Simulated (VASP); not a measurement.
Input of a VASP 6.6.1 run:

The input INCAR:

```
SYSTEM = BaMgMnO3
PREC = Accurate
ENCUT = 520
EDIFF = 1E-6
ISMEAR = 0
SIGMA = 0.1
LREAL = .False.
LASPH = .True.
NELM = 150
ALGO = Normal
ISIF = 2
LWAVE = .False.
LCHARG = .True.
ISPIN = 2
MAGMOM = 0 0 4 0 0 0
LORBIT = 11
LMAXMIX = 4
GGA = PE
LELF = .True.
LVHAR = .True.
NBANDS = 34
```

File KPOINTS:

```
Automatic mesh
0
Gamma
  6 4 4
  0 0 0
```

The input POSCAR:

```
BaMgMnO3
1.0
    3.7035842268      0.0000000000      0.0000000000
   -0.0318933552      4.2734739909      0.0000000000
   -1.5357976260     -1.8749738460      5.3183752021
Ba Mg Mn O
1 1 1 3
Direct
    0.6382839200      0.6296422200      0.4732536600
    0.3143353800      0.3146114500      0.8442873800
    0.9314651300      0.9361864400      0.0855524200
    0.1421944300      0.1343299500      0.4702533000
    0.3370152700      0.8323581000      0.8785655700
    0.8867058700      0.4028718500      0.0147546600
```

Potentials or basis: VASP PAW PBE potentials, release 64 (Ba_sv, Mg, Mn_pv, O).

The run is started by

```sh
$ cat potpaw_PBE.64/Ba_sv/POTCAR potpaw_PBE.64/Mg/POTCAR potpaw_PBE.64/Mn_pv/POTCAR potpaw_PBE.64/O/POTCAR > POTCAR
$ mpirun -np 1 vasp_std > vasp.out
```

Problem. Predict the largest force.

Solution. 0.304 eV/Å.

Problem. Predict the site moments.

Solution. Ba +0.03; Mg +0.01; Mn +4.32; O +0.07, +0.11, +0.09 μB.

Problem. Estimate the net moment.

Solution. 5.00 μB per cell.

Problem. Predict the pressure.

Solution. 1.1 GPa.

Forces in eV/Å, atoms in the order of the input:
```
Ba   0.036  0.039 -0.064
Mg  -0.043 -0.035  0.045
Mn   0.105  0.046  0.209
O   -0.043 -0.013 -0.300
O   -0.077 -0.006  0.114
O    0.021 -0.030 -0.004
```

Caveat: a cell with one magnetic atom can't hold antiferromagnetic order, which such compounds often take.
